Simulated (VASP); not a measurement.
# Ge (Fd-3m) in VASP: density of states with LDA

Aim: the density of states of Ge with LDA.

Program: VASP 6.6.1. These are calculated values, not measurements. Logs are shortened: lines on timing, memory, paths and dates and some standing lists are left out, and cuts for length are marked.

## (1) The cell of the first run

Symmetry: Fd-3m, No. 227, cubic system. The conventional cell has a = 5.622 Å, b = 5.622 Å, c = 5.622 Å, α = 90.00°, β = 90.00°, γ = 90.00°. Within 3.2 Å of Ge (site symmetry -43m) lie 4 Ge at 2.43 Å.

## (2) Density of states, LDA

POSCAR

```
Ge
1.0
    0.0000000000      2.8107737094      2.8107737094
    2.8107737094      0.0000000000      2.8107737094
    2.8107737094      2.8107737094      0.0000000000
Ge
2
Direct
    0.0000000000      0.0000000000      0.0000000000
    0.2500000000      0.2500000000      0.2500000000
```

INCAR.step1

```
PREC = Accurate
ENCUT = 410
EDIFF = 1E-6
ISMEAR = 0
SIGMA = 0.1
LREAL = F
LASPH = T
NELM = 120
ALGO = Normal
ISIF = 2
LWAVE = F
LCHARG = T
GGA = CA
NBANDS = 21
GGA_COMPAT = F
NEDOS = 2001
LORBIT = 11
```

KPOINTS.step1

```
regular mesh
0
Gamma
  14 14 14
```

INCAR.step2

```
PREC = Accurate
ENCUT = 410
EDIFF = 1E-6
ISMEAR = -5
SIGMA = 0.1
LREAL = F
LASPH = T
NELM = 120
ALGO = Normal
ISIF = 2
LWAVE = F
LCHARG = F
GGA = CA
LORBIT = 11
NEDOS = 2001
ICHARG = 11
GGA_COMPAT = F
```

KPOINTS.step2

```
regular mesh
0
Gamma
  21 21 21
```

Potentials or basis: VASP PAW LDA potentials, release 64 (Ge_d).

On the command line:

```console
$ cat potpaw_LDA.64/Ge_d/POTCAR > POTCAR
$ cp INCAR.step1 INCAR
$ cp KPOINTS.step1 KPOINTS
$ mpirun -np 1 vasp_std > vasp.out
$ cp INCAR.step2 INCAR
$ cp KPOINTS.step2 KPOINTS
$ mpirun -np 1 vasp_std > vasp.out
```

OUTCAR:

```text
PREC = Accurate
   ENCUT = 410
   EDIFF = 1E-6
   ISMEAR = -5
   LREAL = F
   LASPH = T
   NELM = 120
   ISIF = 2
   GGA = CA
   LORBIT = 11
   ICHARG = 11

 ion  position               nearest neighbor table
   1  0.000  0.000  0.000-   2 2.43   2 2.43   2 2.43   2 2.43
   2  0.250  0.250  0.250-   1 2.43   1 2.43   1 2.43   1 2.43

  LATTYP: Found a face centered cubic cell.
 ALAT       =     5.6215474188

  Lattice vectors:

 A1 = (   0.0000000000,   2.8107737094,   2.8107737094)
 A2 = (   2.8107737094,   0.0000000000,   2.8107737094)
 A3 = (   2.8107737094,   2.8107737094,   0.0000000000)

Analysis of symmetry for initial positions (statically):
=====================================================================
 Subroutine PRICEL returns:
 Original cell was already a primitive cell.

 Routine SETGRP: Setting up the symmetry group for a
 face centered cubic supercell.

 Subroutine GETGRP returns: Found 48 space group operations
 (whereof 24 operations were pure point group operations)
 out of a pool of 48 trial point group operations.

The static configuration has the point symmetry T_d .
 The point group associated with its full space group is O_h .

Analysis of symmetry for dynamics (positions and initial velocities):
=====================================================================
 Subroutine PRICEL returns:
 Original cell was already a primitive cell.

 Routine SETGRP: Setting up the symmetry group for a
 face centered cubic supercell.

 Subroutine GETGRP returns: Found 48 space group operations
 (whereof 24 operations were pure point group operations)
 out of a pool of 48 trial point group operations.

The dynamic configuration has the point symmetry T_d .
 The point group associated with its full space group is O_h .

 Subroutine INISYM returns: Found 48 space group operations
 (whereof 24 operations are pure point group operations),
 and found     1 'primitive' translations

----------------------------------------------------------------------------------------

                                     Primitive cell

  volume of cell :      44.4127

  direct lattice vectors                    reciprocal lattice vectors
     0.000000000  2.810773709  2.810773709    -0.177886963  0.177886963  0.177886963
     2.810773709  0.000000000  2.810773709     0.177886963 -0.177886963  0.177886963
     2.810773709  2.810773709  0.000000000     0.177886963  0.177886963 -0.177886963
[... 90 lines left out ...]
   IBRION =     -1    ionic relax: 0-MD 1-quasi-New 2-CG
   NFREE  =      0    steps in history (QN), initial steepest desc. (CG)
   ISIF   =      2    stress and relaxation
   ISYM   =      2    0-nonsym 1-usesym 2-fastsym
   POTIM  = 0.5000    time-step for ionic-motion
   TEBEG  =    0.0;   TEEND  =   0.0 temperature during run
   PSTRESS=    0.0 pullay stress
   NELECT =      28.0000    total number of electrons
   NUPDOWN=      -1.0000    fix difference up-down
   EMIN   =  10.00;   EMAX   =-10.00  energy-range for DOS
   EFERMI =   0.00;   METHOD = LEGACY
   ISMEAR =    -5;   SIGMA  =   0.10  broadening in eV -4-tet -1-fermi 0-gaus
   EFERMI_NEDOS =   21; number of points for ismear=-14 and -15
   IALGO  =     38    algorithm
   IMIX   =      4    mixing-type and parameters
     AMIX     =   0.40;   BMIX     =  1.00
     AMIX_MAG =   1.60;   BMIX_MAG =  1.00
  volume/ion in A,a.u.               =      22.21       149.86
  Fermi-wavevector in a.u.,A,eV,Ry     =   1.403756  2.652714 26.810701  1.970531
  Thomas-Fermi vector in A             =   2.526386
   LORBIT       =     11    0 simple, 1 ext, 2 COOP (PROOUT), +10 PAW based schemes
   GGA     = CA    functional components
   LHFCALC =     F    Hartree Fock is set to
   AEXX    =    0.0000 exact exchange contribution
   IVDW    =     0    specifies the selected vdW correction
   LEPSILON=     F    determine dielectric tensor
   LRPA    =     F    only Hartree local field effects (RPA)
 non-spin polarized calculation
 Fermi weights with tetrahedron method with Bloechl corrections
  energy-cutoff  :      410.00
  volume of cell :       44.41
 maximum number of plane-waves:       871

 number of electron      28.0000006 magnetization

 Free energy of the ion-electron system (eV)
  ---------------------------------------------------
  ext. energy  EPLUGINS =         0.00000000
  ---------------------------------------------------
  free energy    TOTEN  =       -10.39410950 eV

  energy without entropy =      -10.39410950  energy(sigma->0) =      -10.39410950

 E-fermi :   4.9126     XC(G=0): -10.3798

 val. band max:        4.9099439602   @ k =   0.0000   0.0000   0.0000
 cond. band min:       4.9448660082   @ k =   0.0000   0.0000   0.0000
 fundamental gap:      0.0349220480
 Fermi energy:         4.9126048850

 k-point     1 :       0.0000    0.0000    0.0000
  band No.  band energies     occupation
      1     -20.0514      2.00000
      2     -20.0514      2.00000
      3     -20.0514      2.00000
      4     -20.0129      2.00000
      5     -20.0129      2.00000
      6     -19.7930      2.00000
[... 481 lines left out ...]
      5     -19.9664      2.00000
      6     -19.8312      2.00000
[... 10 lines left out ...]
     17       8.7141      0.00000
     18      12.0838      0.00000

 [... further k-points ...]

------------------------ aborting loop because EDIFF is reached ----------------------------------------

  FORCE on cell =-STRESS in cart. coord.  units (eV):
  Direction    XX          YY          ZZ          XY          YZ          ZX
  --------------------------------------------------------------------------------------
  -------------------------------------------------------------------------------------
  Total       -0.0762819     -0.0762819     -0.0762819      0.0000000      0.0000000      0.0000000
  in kB       -2.7518464     -2.7518464     -2.7518464      0.0000000      0.0000000      0.0000000
  external PRESSURE =      -2.7518464 kB  Pullay stress =       0.0000000 kB

 VOLUME and BASIS-vectors are now :
 -----------------------------------------------------------------------------
  energy-cutoff  :      410.00
  volume of cell :       44.41
      direct lattice vectors                 reciprocal lattice vectors
     0.000000000  2.810773709  2.810773709    -0.177886963  0.177886963  0.177886963
     2.810773709  0.000000000  2.810773709     0.177886963 -0.177886963  0.177886963
     2.810773709  2.810773709  0.000000000     0.177886963  0.177886963 -0.177886963

 POSITION                                       TOTAL-FORCE (eV/Angst)
 -----------------------------------------------------------------------------------
      0.00000      0.00000      0.00000         0.000000      0.000000     -0.000000
      1.40539      1.40539      1.40539        -0.000000     -0.000000      0.000000
 -----------------------------------------------------------------------------------
    total drift:                                0.000000      0.000000      0.000000

  FREE ENERGIE OF THE ION-ELECTRON SYSTEM (eV)
  ---------------------------------------------------
  free  energy   TOTEN  =       -10.3941095039 eV

  energy  without entropy=      -10.3941095039  energy(sigma->0) =      -10.39410950

 total charge

# of ion       s       p       d       tot
------------------------------------------
    1        1.139   1.284  10.026  12.449
    2        1.139   1.284  10.026  12.449
--------------------------------------------------
tot          2.279   2.568  20.051  24.898
```

OUTCAR.step1:

```text
PREC = Accurate
   ENCUT = 410
   EDIFF = 1E-6
   ISMEAR = 0
   LREAL = F
   LASPH = T
[... 804 lines left out ...]
    total drift:                                0.000000      0.000000      0.000000

  FREE ENERGIE OF THE ION-ELECTRON SYSTEM (eV)
  ---------------------------------------------------
  free  energy   TOTEN  =       -10.3916967832 eV

  energy  without entropy=      -10.3915157654  energy(sigma->0) =      -10.39160627

 total charge

# of ion       s       p       d       tot
------------------------------------------
    1        1.139   1.284  10.026  12.449
    2        1.139   1.284  10.026  12.449
--------------------------------------------------
tot          2.279   2.568  20.051  24.898
```

Wall time 93 s (1 thread of Intel Xeon Platinum 8559C (Emerald Rapids), shared host); peak memory 0.24 GiB.

What came out:

```yaml
Valence_electrons_inside_the_program's_atomic_spheres: Ge 12.45
```

Levels at points of the mesh, in eV from the valence-band top:
| k point | band 10 | band 11 | band 12 | band 13 | band 14 | band 15 | band 16 | band 17 | band 18 |
| --- | --- | --- | --- | --- | --- | --- | --- | --- | --- |
| (0.00, 0.00, 0.00) | -24.69 | -12.95 | 0.00 | 0.00 | 0.00 | 0.03 | 2.54 | 2.54 | 2.54 |
